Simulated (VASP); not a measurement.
# GaN (I4/mmm) in VASP: further runs

GaN is run at these levels: PBEsol; tasks: single point.

Everything below comes from runs of VASP 6.6.1. Logs are shortened: lines on timing, memory, paths and dates and some standing lists are left out, and cuts for length are marked.

**1. The cell of the first run**

It takes space group I4/mmm (No. 139, tetragonal). The conventional cell has a = 2.767 Å, b = 2.767 Å, c = 5.087 Å, α = 90.00°, β = 90.00°, γ = 90.00°. Ga (site symmetry 4/mmm) has 6 N at 1.96 to 2.54 Å within 2.6 Å. Within 2.6 Å of N (site symmetry 4/mmm) lie 6 Ga at 1.96 to 2.54 Å.

**2. Single point, PBEsol**

INCAR reads:

```
SYSTEM = GaN
PREC     = Accurate       ! precision mode
ENCUT    = 520            ! plane-wave cutoff, eV
EDIFF    = 1E-6           ! SCF threshold, eV
ISMEAR   = 0              ! smearing method
SIGMA    = 0.03           ! smearing width, eV
LREAL    = .False.        ! projectors in reciprocal space
LASPH    = .True.         ! aspherical terms in the spheres
NELM     = 100            ! most SCF steps
ALGO     = Normal         ! electronic algorithm
ISIF     = 2              ! what is computed and relaxed
LWAVE    = .False.        ! write WAVECAR
LCHARG   = .False.        ! write CHGCAR
GGA      = PS             ! functional
NBANDS   = 16             ! bands
```

KPOINTS reads:

```
regular mesh
0
Gamma
  16 16 16
  0 0 0
```

POSCAR reads:

```
GaN
1.0
    0.0000000000      1.9564311195      2.5433604553
    1.9564311195      0.0000000000      2.5433604553
    1.9564311195      1.9564311195      0.0000000000
Ga N
1 1
Direct
    0.0000000000      0.0000000000      0.0000000000
    0.5000000000      0.5000000000      0.5000000000
```

Potentials or basis: VASP PAW PBE potentials, release 64 (Ga_d, N).

Command:

```console
$ cat potpaw_PBE.64/Ga_d/POTCAR potpaw_PBE.64/N/POTCAR > POTCAR
$ mpirun -np 1 vasp_std > vasp.out
```

OUTCAR:

```text
SYSTEM = GaN
   PREC = Accurate
   ENCUT = 520
   EDIFF = 1E-6
   ISMEAR = 0
   LREAL = .False.
   LASPH = .True.
   NELM = 100
   ISIF = 2
   GGA = PS

 ion  position               nearest neighbor table
   1  0.000  0.000  0.000-   2 1.96   2 1.96   2 1.96   2 1.96
   2  0.500  0.500  0.500-   1 1.96   1 1.96   1 1.96   1 1.96

  LATTYP: Found a body centered tetragonal cell.
 ALAT       =     2.7668114230
 C/A-ratio  =     1.8384776310

  Lattice vectors:

 A1 = (  -1.9564311195,   0.0000000000,   2.5433604553)
 A2 = (   1.9564311195,   0.0000000000,   2.5433604553)
 A3 = (   0.0000000000,   1.9564311195,  -2.5433604553)

Analysis of symmetry for initial positions (statically):
=====================================================================
 Subroutine PRICEL returns:
 Original cell was already a primitive cell.

 Routine SETGRP: Setting up the symmetry group for a
 body centered tetragonal supercell.

 Subroutine GETGRP returns: Found 16 space group operations
 (whereof 16 operations were pure point group operations)
 out of a pool of 16 trial point group operations.

The static configuration has the point symmetry D_4h.

Analysis of symmetry for dynamics (positions and initial velocities):
=====================================================================
 Subroutine PRICEL returns:
 Original cell was already a primitive cell.

 Routine SETGRP: Setting up the symmetry group for a
 body centered tetragonal supercell.

 Subroutine GETGRP returns: Found 16 space group operations
 (whereof 16 operations were pure point group operations)
 out of a pool of 16 trial point group operations.

The dynamic configuration has the point symmetry D_4h.

 Subroutine INISYM returns: Found 16 space group operations
 (whereof 16 operations are pure point group operations),
 and found     1 'primitive' translations

----------------------------------------------------------------------------------------

                                     Primitive cell

  volume of cell :      19.4700

  direct lattice vectors                    reciprocal lattice vectors
     0.000000000  1.956431119  2.543360455    -0.255567393  0.255567393  0.196590302
     1.956431119  0.000000000  2.543360455     0.255567393 -0.255567393  0.196590302
     1.956431119  1.956431119  0.000000000     0.255567393  0.255567393 -0.196590302

  length of vectors
     3.208785616  3.208785616  2.766811423     0.411433021  0.411433021  0.411433021

  position of ions in fractional coordinates (direct lattice)
     0.000000000  0.000000000  0.000000000
     0.500000000  0.500000000  0.500000000

[... 78 lines left out ...]
   EDIFFG = 0.1E-04   stopping-criterion for IOM
   NSW    =      0    number of steps for IOM
   IBRION =     -1    ionic relax: 0-MD 1-quasi-New 2-CG
   NFREE  =      0    steps in history (QN), initial steepest desc. (CG)
   ISIF   =      2    stress and relaxation
   ISYM   =      2    0-nonsym 1-usesym 2-fastsym
   POTIM  = 0.5000    time-step for ionic-motion
   TEBEG  =    0.0;   TEEND  =   0.0 temperature during run
   PSTRESS=    0.0 pullay stress
   NELECT =      18.0000    total number of electrons
   NUPDOWN=      -1.0000    fix difference up-down
   EMIN   =  10.00;   EMAX   =-10.00  energy-range for DOS
   EFERMI =   0.00;   METHOD = LEGACY
   ISMEAR =     0;   SIGMA  =   0.03  broadening in eV -4-tet -1-fermi 0-gaus
   EFERMI_NEDOS =   21; number of points for ismear=-14 and -15
   IALGO  =     38    algorithm
   IMIX   =      4    mixing-type and parameters
     AMIX     =   0.40;   BMIX     =  1.00
     AMIX_MAG =   1.60;   BMIX_MAG =  1.00
  volume/ion in A,a.u.               =       9.74        65.70
  Fermi-wavevector in a.u.,A,eV,Ry     =   1.594814  3.013761 34.605481  2.543431
  Thomas-Fermi vector in A             =   2.692830
   LORBIT       =      0    0 simple, 1 ext, 2 COOP (PROOUT), +10 PAW based schemes
   GGA     = PS    functional components
   LHFCALC =     F    Hartree Fock is set to
   AEXX    =    0.0000 exact exchange contribution
   IVDW    =     0    specifies the selected vdW correction
   LEPSILON=     F    determine dielectric tensor
   LRPA    =     F    only Hartree local field effects (RPA)
 non-spin polarized calculation
 Gauss-broadening in eV      SIGMA  =   0.03
  energy-cutoff  :      520.00
  volume of cell :       19.47
 maximum number of plane-waves:       542
   NGX = 11   NGY = 11   NGZ = 11

 number of electron      18.0000008 magnetization

 Free energy of the ion-electron system (eV)
  ---------------------------------------------------
  ext. energy  EPLUGINS =         0.00000000
  ---------------------------------------------------
  free energy    TOTEN  =       -11.84871667 eV

  energy without entropy =      -11.84867538  energy(sigma->0) =      -11.84869602

 E-fermi :   7.9242     XC(G=0): -12.9957

 val. band max:        7.8979120681   @ k =  -0.2500   0.1875   0.0000
 cond. band min:       8.0690808293   @ k =   0.5000   0.0000   0.4375
 fundamental gap:      0.1711687612
 Fermi energy:         7.9241591694

 k-point     1 :       0.0000    0.0000    0.0000
  band No.  band energies     occupation
      1     -10.1891      2.00000
      2      -6.7014      2.00000
      3      -6.4961      2.00000
      4      -6.4937      2.00000
      5      -6.4937      2.00000
      6      -6.3185      2.00000
[... 433 lines left out ...]
      3      -6.5245      2.00000
      4      -6.4982      2.00000
      5      -6.4856      2.00000
      6      -6.3847      2.00000
[... 8 lines left out ...]
     15      23.6050      0.00000
     16      24.9969      0.00000

 [... further k-points ...]

------------------------ aborting loop because EDIFF is reached ----------------------------------------

  FORCE on cell =-STRESS in cart. coord.  units (eV):
  Direction    XX          YY          ZZ          XY          YZ          ZX
  --------------------------------------------------------------------------------------
  -------------------------------------------------------------------------------------
  Total        3.4217837      3.4217837     -1.4372236      0.0000000     -0.0000000     -0.0000000
  in kB      281.5763028    281.5763028   -118.2681698      0.0000000     -0.0000000     -0.0000000
  external PRESSURE =     148.2948119 kB  Pullay stress =       0.0000000 kB

 VOLUME and BASIS-vectors are now :
 -----------------------------------------------------------------------------
  energy-cutoff  :      520.00
  volume of cell :       19.47
      direct lattice vectors                 reciprocal lattice vectors
     0.000000000  1.956431119  2.543360455    -0.255567393  0.255567393  0.196590302
     1.956431119  0.000000000  2.543360455     0.255567393 -0.255567393  0.196590302
     1.956431119  1.956431119  0.000000000     0.255567393  0.255567393 -0.196590302

 POSITION                                       TOTAL-FORCE (eV/Angst)
 -----------------------------------------------------------------------------------
      0.00000      0.00000      0.00000        -0.000000     -0.000000      0.000000
      1.95643      1.95643      2.54336         0.000000      0.000000     -0.000000
 -----------------------------------------------------------------------------------
    total drift:                                0.000000     -0.000000     -0.000000

  FREE ENERGIE OF THE ION-ELECTRON SYSTEM (eV)
  ---------------------------------------------------
  free  energy   TOTEN  =       -11.8487166654 eV

  energy  without entropy=      -11.8486753808  energy(sigma->0) =      -11.84869602
```

OSZICAR:

```text
N       E                     dE             d eps       ncg     rms          rms(c)
DAV:   1     0.746859898763E+02    0.74686E+02   -0.92737E+03 12912   0.211E+03
DAV:   2    -0.909547376406E+01   -0.83781E+02   -0.77829E+02 12968   0.320E+02
DAV:   3    -0.137787250181E+02   -0.46833E+01   -0.46675E+01 12880   0.654E+01
DAV:   4    -0.138226865309E+02   -0.43962E-01   -0.43957E-01 14008   0.661E+00
DAV:   5    -0.138232117233E+02   -0.52519E-03   -0.52519E-03 13376   0.656E-01    0.748E+00
DAV:   6    -0.118973488333E+02    0.19259E+01   -0.44098E+00 16152   0.439E+01    0.257E+00
DAV:   7    -0.118761687645E+02    0.21180E-01   -0.29016E-01 12024   0.544E+00    0.163E+00
DAV:   8    -0.118507693107E+02    0.25399E-01   -0.39296E-02 14256   0.295E+00    0.492E-01
DAV:   9    -0.118487857641E+02    0.19835E-02   -0.90765E-03 14736   0.221E+00    0.113E-01
DAV:  10    -0.118487222221E+02    0.63542E-04   -0.81269E-04 12760   0.327E-01    0.327E-02
DAV:  11    -0.118487159392E+02    0.62829E-05   -0.45195E-05 14104   0.732E-02    0.121E-02
DAV:  12    -0.118487166654E+02   -0.72614E-06   -0.10438E-06 10512   0.187E-02
   1 F= -.11848717E+02 E0= -.11848696E+02  d E =-.412846E-04
```

Wall time 2.2 min (1 thread of Intel Xeon 8259CL, shared host); peak memory 0.23 GiB.

What came out:

* Free energy: -11.8487 eV
* Pressure: 14.8 GPa
* Band gap on the k mesh: zero (bands 9 and 10 overlap by 0.19 eV)

Stress tensor (GPa, compression positive):
```
 28.16   0.00   0.00
  0.00  28.16   0.00
  0.00   0.00 -11.83
```

Levels at points of the mesh, in eV from the Fermi level:
| k point | band 5 | band 6 | band 7 | band 8 | band 9 | band 10 | band 11 | band 12 | band 13 | band 14 |
| --- | --- | --- | --- | --- | --- | --- | --- | --- | --- | --- |
| (0.00, 0.00, 0.00) | -14.42 | -14.24 | -1.78 | -1.78 | -0.84 | 1.74 | 10.33 | 13.16 | 14.11 | 15.42 |
| (0.50, 0.00, 0.00) | -14.32 | -14.22 | -8.85 | -1.54 | -0.03 | 2.71 | 8.45 | 8.94 | 11.14 | 15.51 |
| (0.50, 0.50, 0.00) | -14.22 | -12.96 | -7.84 | -2.76 | -2.76 | 2.49 | 8.94 | 9.34 | 15.89 | 15.89 |
| (0.50, 0.00, 0.50) | -13.99 | -10.38 | -7.55 | -5.73 | -2.25 | -0.22 | 6.80 | 9.55 | 11.81 | 16.55 |

Caveat: the stress differs along the axes, from -12 to 28 GPa; semilocal functionals underestimate gaps, and a narrow one can read as zero; the PAW data sets were made with another functional, which shifts forces and pressure a little.

**3. Single point, PBEsol**

This run uses another cell than the first one, of the same volume but with other edges.

INCAR reads:

```
SYSTEM = GaN
PREC = Accurate
ENCUT = 520
EDIFF = 1E-6
ISMEAR = 0
SIGMA = 0.03
LREAL = .False.
LASPH = .True.
NELM = 80
ALGO = Normal
ISIF = 2
LWAVE = .False.
LCHARG = .False.
GGA = PS
NBANDS = 16
```

KPOINTS is that of step 2.

POSCAR reads:

```
GaN
1.0
    0.0000000000      2.1954138711      2.0197807615
    2.1954138711      0.0000000000      2.0197807615
    2.1954138711      2.1954138711      0.0000000000
Ga N
1 1
Direct
    0.0000000000      0.0000000000      0.0000000000
    0.5000000000      0.5000000000      0.5000000000
```

Potentials or basis: VASP PAW PBE potentials, release 64 (Ga_d, N).

Command:

```console
$ cat potpaw_PBE.64/Ga_d/POTCAR potpaw_PBE.64/N/POTCAR > POTCAR
$ mpirun -np 1 vasp_std > vasp.out
```

It took 2.1 min on 1 thread of Intel Xeon 8259CL, shared host; peak memory 0.23 GiB.

It converged, with:

* Free energy: -12.2023 eV
* Pressure: -4.9 GPa
* Band gap on the k mesh: zero (bands 9 and 10 overlap by 0.07 eV)

Stress tensor (GPa, compression positive):
```
-9.32  0.00  0.00
 0.00 -9.32  0.00
 0.00  0.00  4.01
```

Levels at points of the mesh, in eV from the Fermi level:
```tsv
k point	band 5	band 6	band 7	band 8	band 9	band 10	band 11	band 12	band 13	band 14
(0.00, 0.00, 0.00)	-13.95	-13.82	-1.10	-0.27	-0.27	1.91	14.19	14.19	14.27	14.27
(0.50, 0.00, 0.00)	-13.80	-13.74	-8.20	-0.39	-0.06	4.29	8.00	9.04	9.91	15.87
(0.50, 0.50, 0.00)	-13.69	-10.48	-6.87	-3.33	-3.33	-0.09	7.01	12.19	13.47	13.47
(0.50, 0.00, 0.50)	-13.68	-11.24	-7.07	-3.42	-2.25	0.67	8.02	11.16	13.07	15.55
```

Caveat: the stress differs along the axes, from -9 to 4 GPa; semilocal functionals underestimate gaps, and a narrow one can read as zero; the PAW data sets were made with another functional, which shifts forces and pressure a little.

**4. Single point, PBEsol**

This run uses another cell than the first one, of the same volume but with other edges.

INCAR reads:

```
SYSTEM = GaN
ALGO     = Normal         ! electronic algorithm
EDIFF    = 1E-6           ! SCF threshold, eV
ENCUT    = 520            ! plane-wave cutoff, eV
GGA      = PS             ! functional
ISIF     = 2              ! what is computed and relaxed
ISMEAR   = 0              ! smearing method
LASPH    = .TRUE.         ! aspherical terms in the spheres
LCHARG   = .FALSE.        ! write CHGCAR
LREAL    = .FALSE.        ! projectors in reciprocal space
LWAVE    = .FALSE.        ! write WAVECAR
NBANDS   = 16             ! bands
NELM     = 100            ! most SCF steps
PREC     = Accurate       ! precision mode
SIGMA    = 0.03           ! smearing width, eV
```

KPOINTS reads:

```
k-points
0
G
  16 16 16
  0 0 0
```

POSCAR reads:

```
GaN
1.0
    0.0000000000      2.4649487501      1.6022166876
    2.4649487501      0.0000000000      1.6022166876
    2.4649487501      2.4649487501      0.0000000000
Ga N
1 1
Direct
    0.0000000000      0.0000000000      0.0000000000
    0.5000000000      0.5000000000      0.5000000000
```

Command:

```console
$ cat potpaw_PBE.64/Ga_d/POTCAR potpaw_PBE.64/N/POTCAR > POTCAR
$ mpirun -np 1 vasp_std > vasp.out
```

It took 2.9 min on 1 thread of Intel Xeon 8259CL, shared host; peak memory 0.23 GiB.

It converged, with:

- Free energy: -10.1657 eV
- Pressure: 74.1 GPa
- Band gap on the k mesh: 3.17 eV (least direct gap 3.32 eV)

Stress tensor (GPa, compression positive):
```
 13.35   0.00   0.00
  0.00  13.35   0.00
  0.00   0.00 195.55
```

Levels at points of the mesh, in eV from the valence-band top:
| k point | band 6 | band 7 | band 8 | band 9 | band 10 | band 11 | band 12 | band 13 |
| --- | --- | --- | --- | --- | --- | --- | --- | --- |
| (0.00, 0.00, 0.00) | -13.26 | -3.31 | -0.09 | -0.09 | 3.68 | 12.63 | 12.63 | 14.35 |
| (0.50, 0.00, 0.00) | -13.70 | -7.75 | -0.60 | 0.00 | 3.32 | 6.10 | 10.99 | 16.24 |
| (0.50, 0.50, 0.00) | -9.25 | -5.82 | -4.77 | -4.77 | 3.17 | 5.30 | 12.76 | 12.76 |
| (0.50, 0.00, 0.50) | -11.08 | -7.33 | -4.40 | -0.01 | 4.66 | 9.98 | 11.44 | 11.97 |

Caveat: the stress differs along the axes, from 13 to 196 GPa; the PAW data sets were made with another functional, which shifts forces and pressure a little. A k mesh can miss the band edges.

**5. Single point, PBEsol**

This run uses another cell than the first one, of the same volume but with other edges.

INCAR reads:

```
  ALGO = Normal
  EDIFF = 1E-6
  ENCUT = 520
  GGA = PS
  ISIF = 2
  ISMEAR = 0
  LASPH = True
  LCHARG = True
  LELF = True
  LREAL = False
  LVHAR = True
  LWAVE = False
  NBANDS = 16
  NELM = 80
  PREC = Accurate
  SIGMA = 0.03
```

KPOINTS reads:

```
k-points
0
Gamma
  16 16 16
```

POSCAR reads:

```
GaN
1.0
    0.0000000000      1.8652995836      2.7979493754
    1.8652995836      0.0000000000      2.7979493754
    1.8652995836      1.8652995836      0.0000000000
Ga N
1 1
Direct
    0.0000000000      0.0000000000      0.0000000000
    0.5000000000      0.5000000000      0.5000000000
```

Command:

```console
$ cat potpaw_PBE.64/Ga_d/POTCAR potpaw_PBE.64/N/POTCAR > POTCAR
$ mpirun -np 1 vasp_std > vasp.out
```

It took 3.7 min on 1 thread of Intel Xeon 8259CL, shared host; peak memory 0.23 GiB.

Results (log left out):

| Item | Value |
| --- | --- |
| Free energy | -11.1772 eV |
| Pressure | 46.2 GPa |
| Band gap on the k mesh | zero (bands 9 and 10 overlap by 0.06 eV) |

Stress tensor (GPa, compression positive):
```
72.67  0.00  0.00
 0.00 72.67  0.00
 0.00  0.00 -6.78
```

Levels at points of the mesh, in eV from the Fermi level:
| k point | band 5 | band 6 | band 7 | band 8 | band 9 | band 10 | band 11 | band 12 | band 13 | band 14 |
| --- | --- | --- | --- | --- | --- | --- | --- | --- | --- | --- |
| (0.00, 0.00, 0.00) | -14.79 | -14.63 | -2.61 | -2.54 | -2.54 | 1.49 | 9.67 | 11.55 | 12.83 | 16.39 |
| (0.50, 0.00, 0.00) | -14.74 | -14.64 | -9.52 | -2.41 | -0.03 | 1.58 | 8.63 | 9.07 | 12.50 | 15.45 |
| (0.50, 0.50, 0.00) | -14.62 | -13.81 | -8.49 | -3.03 | -3.03 | 3.95 | 7.56 | 10.26 | 17.20 | 17.20 |
| (0.50, 0.00, 0.50) | -14.29 | -10.06 | -8.30 | -7.28 | -2.26 | -0.10 | 6.67 | 7.93 | 11.45 | 17.67 |

Caveat: the stress differs along the axes, from -7 to 73 GPa; semilocal functionals underestimate gaps, and a narrow one can read as zero; the PAW data sets were made with another functional, which shifts forces and pressure a little.

**6. The runs side by side**

```csv
cell,gap on the mesh (eV),pressure (GPa)
"a = 3.209, b = 3.209, c = 2.767 Å, angles 64.5, 64.5, 51.1°, 2 atoms",none,14.8
"a = 2.983, b = 2.983, c = 3.105 Å, angles 58.6, 58.6, 62.7°, 2 atoms",none,-4.9
"a = 2.940, b = 2.940, c = 3.486 Å, angles 53.6, 53.6, 72.7°, 2 atoms",3.17,74.1
"a = 3.363, b = 3.363, c = 2.638 Å, angles 66.9, 66.9, 46.2°, 2 atoms",none,46.2
```

Alike in all rows: task single point; level PBEsol; potentials or basis VASP PAW PBE potentials, release 64 (Ga_d, N); no spin polarisation; k mesh 16 × 16 × 16; cutoff (eV) 520; smearing gaussian 0.03 eV.

Caveats: the PAW data sets were made with another functional, which shifts forces and pressure a little; semilocal functionals underestimate gaps, and a narrow one can read as zero (at least some runs); the stress differs along the axes, from -12 to 28 GPa (at least some runs); the stress differs along the axes, from -9 to 4 GPa (at least some runs); the stress differs along the axes, from 13 to 196 GPa (at least some runs); the stress differs along the axes, from -7 to 73 GPa (at least some runs).

Absolute energies hang on the potentials; compare differences alone.

The gap in the log of VASP goes by the Fermi energy; the results here count the filled bands.